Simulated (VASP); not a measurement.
# W (Im-3m) in VASP: further runs, part 2 of 3

VASP 6.6.1. Earlier steps stand in the parts before.

## (3) Single point, BLYP

This run uses another cell than the first one, of 16.68 Å³/atom, 0.993 times its volume.

INCAR

```
SYSTEM = W
PREC = Accurate
ENCUT = 520
EDIFF = 1E-6
ISMEAR = -1
SIGMA = 0.05
LREAL = .False.
LASPH = .True.
NELM = 80
ALGO = Fast
ISIF = 2
LWAVE = .False.
LCHARG = .False.
GGA = B5
ALDAX = 1.0
AGGAX = 1.0
AGGAC = 1.0
ALDAC = 0.0
NBANDS = 13
```

KPOINTS

```
regular mesh
0
Gamma
  12 12 12
  0 0 0
```

POSCAR

```
W
1.0
   -1.6095837947      1.6095837947      1.6095837947
    1.6095837947     -1.6095837947      1.6095837947
    1.6095837947      1.6095837947     -1.6095837947
W
1
Direct
    0.0000000000      0.0000000000      0.0000000000
```

Potentials or basis: VASP PAW PBE potentials, release 64 (W_sv).

The run is started by

```sh
$ cat potpaw_PBE.64/W_sv/POTCAR > POTCAR
$ mpirun -np 1 vasp_std > vasp.out
```

OUTCAR:

```text
SYSTEM = W
   PREC = Accurate
   ENCUT = 520
   EDIFF = 1E-6
   ISMEAR = -1
   LREAL = .False.
   LASPH = .True.
   NELM = 80
   ISIF = 2
   GGA = B5

 ion  position               nearest neighbor table
   1  0.000  0.000  0.000-

  LATTYP: Found a body centered cubic cell.
 ALAT       =     3.2191675894

  Lattice vectors:

 A1 = (  -1.6095837947,   1.6095837947,   1.6095837947)
 A2 = (   1.6095837947,  -1.6095837947,   1.6095837947)
 A3 = (   1.6095837947,   1.6095837947,  -1.6095837947)

Analysis of symmetry for initial positions (statically):
=====================================================================
 Subroutine PRICEL returns:
 Original cell was already a primitive cell.

 Routine SETGRP: Setting up the symmetry group for a
 body centered cubic supercell.

 Subroutine GETGRP returns: Found 48 space group operations
 (whereof 48 operations were pure point group operations)
 out of a pool of 48 trial point group operations.

The static configuration has the point symmetry O_h .

Analysis of symmetry for dynamics (positions and initial velocities):
=====================================================================
 Subroutine PRICEL returns:
 Original cell was already a primitive cell.

 Routine SETGRP: Setting up the symmetry group for a
 body centered cubic supercell.

 Subroutine GETGRP returns: Found 48 space group operations
 (whereof 48 operations were pure point group operations)
 out of a pool of 48 trial point group operations.

The dynamic configuration has the point symmetry O_h .

 Subroutine INISYM returns: Found 48 space group operations
 (whereof 48 operations are pure point group operations),
 and found     1 'primitive' translations

----------------------------------------------------------------------------------------

                                     Primitive cell

  volume of cell :      16.6802

  direct lattice vectors                    reciprocal lattice vectors
    -1.609583795  1.609583795  1.609583795     0.000000000  0.310639310  0.310639310
     1.609583795 -1.609583795  1.609583795     0.310639310  0.000000000  0.310639310
     1.609583795  1.609583795 -1.609583795     0.310639310  0.310639310  0.000000000

  length of vectors
     2.787880911  2.787880911  2.787880911     0.439310326  0.439310326  0.439310326

  position of ions in fractional coordinates (direct lattice)
     0.000000000  0.000000000  0.000000000

  ion indices of the primitive-cell ions
   primitive index   ion index
                 1           1

----------------------------------------------------------------------------------------

 KPOINTS: regular mesh

Automatic generation of k-mesh.
 Grid dimensions read from file:
 generate k-points for:   12   12   12

 Generating k-lattice:

  Cartesian coordinates                     Fractional coordinates (reciprocal lattice)
     0.000000000  0.025886609  0.025886609     0.083333333  0.000000000  0.000000000
     0.025886609  0.000000000  0.025886609     0.000000000  0.083333333  0.000000000
     0.025886609  0.025886609  0.000000000     0.000000000  0.000000000  0.083333333

  Length of vectors
     0.036609194  0.036609194  0.036609194

  Shift w.r.t. Gamma in fractional coordinates (k-lattice)
     0.000000000  0.000000000  0.000000000

 Subroutine IBZKPT returns following result:
 ===========================================

 Found     72 irreducible k-points:

 Following reciprocal coordinates:
            Coordinates               Weight
  0.000000  0.000000  0.000000      1.000000
  0.083333  0.000000  0.000000     12.000000
  0.166667  0.000000  0.000000     12.000000
  0.250000  0.000000  0.000000     12.000000
  0.333333  0.000000  0.000000     12.000000
  0.416667  0.000000  0.000000     12.000000
[... 16 lines left out ...]
  0.333333  0.083333  0.083333     24.000000
  0.416667  0.083333  0.083333     12.000000
 [... further k-points ...]
   k-points           NKPTS =     72   k-points in BZ     NKDIM =     72   number of bands    NBANDS=     13
   number of dos      NEDOS =    301   number of ions     NIONS =      1
   total plane-waves  NPLWV =  13824
   dimension x,y,z NGX =    24 NGY =   24 NGZ =   24
   dimension x,y,z NGXF=    48 NGYF=   48 NGZF=   48
   ions per type =               1
   NGX,Y,Z   is equivalent  to a cutoff of  14.31, 14.31, 14.31 a.u.
   NGXF,Y,Z  is equivalent  to a cutoff of  28.62, 28.62, 28.62 a.u.
 SYSTEM =  W
   PREC   = accura    normal or accurate (medium, high low for compatibility)
   ISTART =      0    job   : 0-new  1-cont  2-samecut
   ICHARG =      2    charge: 1-file 2-atom 10-const
   ISPIN  =      1    spin polarized calculation?
   LNONCOLLINEAR =      F non collinear calculations
   LSORBIT =      F    spin-orbit coupling
   LASPH  =      T    aspherical Exc in radial PAW
   ENCUT  =  520.0 eV  38.22 Ry    6.18 a.u.   5.18  5.18  5.18*2*pi/ulx,y,z
   NELM   =     80;   NELMIN=  2; NELMDL= -5     # of ELM steps
   EDIFF  = 0.1E-05   stopping-criterion for ELM
   LREAL  =      F    real-space projection
   EDIFFG = 0.1E-04   stopping-criterion for IOM
   NSW    =      0    number of steps for IOM
   IBRION =     -1    ionic relax: 0-MD 1-quasi-New 2-CG
   NFREE  =      0    steps in history (QN), initial steepest desc. (CG)
   ISIF   =      2    stress and relaxation
   ISYM   =      2    0-nonsym 1-usesym 2-fastsym
   POTIM  = 0.5000    time-step for ionic-motion
   TEBEG  =    0.0;   TEEND  =   0.0 temperature during run
   PSTRESS=    0.0 pullay stress
   NELECT =      14.0000    total number of electrons
   NUPDOWN=      -1.0000    fix difference up-down
   EMIN   =  10.00;   EMAX   =-10.00  energy-range for DOS
   EFERMI =   0.00;   METHOD = LEGACY
   ISMEAR =    -1;   SIGMA  =   0.05  broadening in eV -4-tet -1-fermi 0-gaus
   EFERMI_NEDOS =   21; number of points for ismear=-14 and -15
   IALGO  =     68    algorithm
   IMIX   =      4    mixing-type and parameters
     AMIX     =   0.40;   BMIX     =  1.00
     AMIX_MAG =   1.60;   BMIX_MAG =  1.00
  volume/ion in A,a.u.               =      16.68       112.56
  Fermi-wavevector in a.u.,A,eV,Ry     =   1.544249  2.918207 32.445870  2.384704
  Thomas-Fermi vector in A             =   2.649797
   LORBIT       =      0    0 simple, 1 ext, 2 COOP (PROOUT), +10 PAW based schemes
   GGA     = B5    functional components
   LHFCALC =     F    Hartree Fock is set to
   AEXX    =    0.0000 exact exchange contribution
   IVDW    =     0    specifies the selected vdW correction
   LEPSILON=     F    determine dielectric tensor
   LRPA    =     F    only Hartree local field effects (RPA)
 non-spin polarized calculation
 RMM-DIIS sequential band-by-band and
  energy-cutoff  :      520.00
  volume of cell :       16.68
 maximum number of plane-waves:       468
 NGX is ok and might be reduce to    24
   NGX = 11   NGY = 11   NGZ = 11

 number of electron      14.0000000 magnetization

 Free energy of the ion-electron system (eV)
  ---------------------------------------------------
  ext. energy  EPLUGINS =         0.00000000
  ---------------------------------------------------
  free energy    TOTEN  =       -11.28402556 eV

  energy without entropy =      -11.27907459  energy(sigma->0) =      -11.28155007

 E-fermi :  11.2205     XC(G=0): -12.7102

 val. band max:       11.1885288218   @ k =   0.4167   0.0000   0.0000
 cond. band min:      11.2386476648   @ k =   0.1667   0.0000   0.0000
 fundamental gap:      0.0501188430
 Fermi energy:        11.2205286680

 k-point     1 :       0.0000    0.0000    0.0000
  band No.  band energies     occupation
      1     -62.5316      2.00000
      2     -26.4314      2.00000
      3     -26.4314      2.00000
      4     -26.4314      2.00000
      5       2.1280      2.00000
      6      10.0496      2.00000
      7      10.0496      2.00000
      8      10.0496      2.00000
      9      13.3676      0.00000
     10      13.3676      0.00000
     11      25.8604      0.00000
     12      25.8604      0.00000
     13      25.8604      0.00000
[... 353 lines left out ...]
 k-point    24 :       0.4167    0.0833    0.0833
  band No.  band energies     occupation
      1     -62.4188      2.00000
      2     -27.4670      2.00000
      3     -26.8457      2.00000
      4     -26.5096      2.00000
      5       6.0149      2.00000
      6       7.8715      2.00000
      7      11.1144      1.78615
      8      13.4394      0.00000
      9      14.1431      0.00000
     10      18.1987      0.00000
     11      20.5170      0.00000
     12      23.5010      0.00000
     13      26.6773      0.00000

 [... further k-points ...]
[... 5 lines left out ...]
  --------------------------------------------------------------------------------------
  -------------------------------------------------------------------------------------
  Total        0.1694394      0.1694394      0.1694394     -0.0000000      0.0000000      0.0000000
  in kB       16.2751183     16.2751183     16.2751183     -0.0000000      0.0000000      0.0000000
  external PRESSURE =      16.2751183 kB  Pullay stress =       0.0000000 kB

 VOLUME and BASIS-vectors are now :
 -----------------------------------------------------------------------------
  energy-cutoff  :      520.00
  volume of cell :       16.68
      direct lattice vectors                 reciprocal lattice vectors
    -1.609583795  1.609583795  1.609583795     0.000000000  0.310639310  0.310639310
     1.609583795 -1.609583795  1.609583795     0.310639310  0.000000000  0.310639310
     1.609583795  1.609583795 -1.609583795     0.310639310  0.310639310  0.000000000

 POSITION                                       TOTAL-FORCE (eV/Angst)
 -----------------------------------------------------------------------------------
      0.00000      0.00000      0.00000        -0.000000     -0.000000      0.000000
 -----------------------------------------------------------------------------------
    total drift:                                0.000000      0.000000     -0.000000

  FREE ENERGIE OF THE ION-ELECTRON SYSTEM (eV)
  ---------------------------------------------------
  free  energy   TOTEN  =       -11.2840255608 eV

  energy  without entropy=      -11.2790745879  energy(sigma->0) =      -11.28155007
```

stdout:

```text
POSCAR found type information on POSCAR W
 POSCAR found :  1 types and       1 ions
 scaLAPACK will be used
 -----------------------------------------------------------------------------
|                                                                             |
|                                                                             |
|     You enforced a specific xc type in the INCAR file but a different       |
|     I HOPE YOU KNOW WHAT YOU ARE DOING!                                     |
|                                                                             |
 -----------------------------------------------------------------------------

 LDA part: xc-table for (Slater(with rela. corr.)+VWN5), standard interpolation
 POSCAR, INCAR and KPOINTS ok, starting setup
 FFT: planning ... GRIDC
 FFT: planning ... GRID_SOFT
 FFT: planning ... GRID
 WAVECAR not read
 entering main loop
```

Wall time 19 s (1 thread of Intel Xeon 6975P-C, shared host); peak memory 0.15 GiB.

What came out:

| Property | Result |
| --- | --- |
| Free energy | -11.2840 eV |
| Pressure | 1.6 GPa |
| Band gap on the k mesh | zero (band 7 reaches 15.99 eV, above the bottom of band 8 at 10.05 eV) |

Levels at points of the mesh, in eV from the Fermi level:
| k point | band 5 | band 6 | band 7 | band 8 | band 9 | band 10 |
| --- | --- | --- | --- | --- | --- | --- |
| (0.00, 0.00, 0.00) | -9.09 | -1.17 | -1.17 | -1.17 | 2.15 | 2.15 |
| (0.50, 0.00, 0.00) | -5.83 | -3.32 | 0.87 | 1.99 | 2.89 | 5.66 |
| (0.50, 0.50, 0.50) | -5.33 | -5.33 | 4.76 | 4.76 | 4.76 | 8.12 |

Caveat: the PAW data sets were made with another functional, which shifts forces and pressure a little; spin-orbit coupling is left out, which moves the levels of the heavy elements.

[end of part 2 of 3]
